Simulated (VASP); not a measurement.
Hf: single point with PBEsol

Crystal: Hf.

```xyz
1
Lattice="-1.5995 1.5995 1.5995 1.5995 -1.5995 1.5995 1.5995 1.5995 -1.5995" Properties=species:S:1:pos:R:3 pbc="T T T"
Hf    0.0000    0.0000    0.0000
```

- Program: VASP 6.6.1
- Task: single point
- Functional: PBEsol
- Potentials or basis: VASP PAW PBE potentials, release 64 (Hf_pv)
- Cutoff: 500 eV
- k mesh: 7 × 7 × 7
- Occupations: methfessel-paxton, width 0.05 eV
- Spin: no spin polarisation

| Quantity | Value |
| --- | --- |
| Pressure | 39.9 GPa |
| Band gap on the k mesh | zero (band 5 reaches 8.41 eV, above the bottom of band 6 at 5.88 eV) |

Levels at points of the mesh, in eV from the Fermi level:
```csv
k point,band 3,band 4,band 5,band 6,band 7,band 8
"(0.00, 0.00, 0.00)",-28.61,-7.96,1.61,1.61,1.61,5.39
```

It took 2.1 s on 1 thread of Intel(R) Xeon(R) 6975P-C (Granite Rapids), on a shared host, peak memory 0.12 GiB.

Caveat: the k points lie up to 0.40 Å⁻¹ apart; the PAW data sets were made with another functional, which shifts forces and pressure a little; spin-orbit coupling is left out, which moves the levels of the heavy elements.
